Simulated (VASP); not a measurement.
Wanted: the native input for a VASP 6.6.1 run.

```yaml
Task: relaxation of cell and atoms
Functional: PBEsol
Potentials_or_basis: VASP PAW PBE potentials, release 64 (Zr_sv)
Cutoff: 500 eV
k_mesh: 6 × 6 × 6
Occupations: gaussian, width 0.1 eV
Spin: no spin polarisation
Dipole_correction: no
Further_INCAR_settings: ALGO = Normal; EDIFF = 1e-07; IBRION = 2; EDIFFG = -0.04; NSW = 90; ISIF = 3
```

The structure of Zr lies in POSCAR:

```
Zr
1.0
    0.0000000000      2.9943327135      2.9943327135
    2.9943327135      0.0000000000      2.9943327135
    2.9943327135      2.9943327135      0.0000000000
Zr
2
Direct
    0.5000000000      0.5000000000      0.5000000000
    0.7500000000      0.7500000000      0.7500000000
```

This isn't the form of Zr at room conditions, which is hcp.

One way to write it, as run:

INCAR

```
  PREC = Accurate
  ENCUT = 500
  EDIFF = 1E-7
  ISMEAR = 0
  SIGMA = 0.1
  LREAL = False
  LASPH = True
  NELM = 120
  ALGO = Normal
  ISIF = 3
  LWAVE = False
  LCHARG = False
  GGA = PS
  IBRION = 2
  NSW = 90
  EDIFFG = -0.04
  GGA_COMPAT = False
  NELMIN = 4
```

KPOINTS

```
Automatic mesh
0
Gamma
  6 6 6
```

Potentials or basis: VASP PAW PBE potentials, release 64 (Zr_sv).

Launch:

```sh
$ cat potpaw_PBE.64/Zr_sv/POTCAR > POTCAR
$ mpirun -np 1 vasp_std > vasp.out
```

Results of the run:

```yaml
Relaxed_volume: 29.03 Å³/atom
Relaxed_cell: a = 4.346 Å, b = 4.346 Å, c = 4.346 Å, α = 60.00°, β = 60.00°, γ = 60.00°
Space_group_after_relaxing_to_0.1_Å: Fd-3m (No. 227)
Energy_gained_by_relaxing: 29.3 meV/atom
Ionic_steps: 3
Pressure_after_relaxing: 0.0 GPa
Band_gap_on_the_k_mesh: zero (bands 12 and 13 overlap by 0.25 eV)
```

Caveat: the PAW data sets were made with another functional, which shifts forces and pressure a little.

Wall time 35 s on 1 thread of Intel(R) Xeon(R) Platinum 8488C (Sapphire Rapids), on a shared host, peak memory 0.18 GiB.
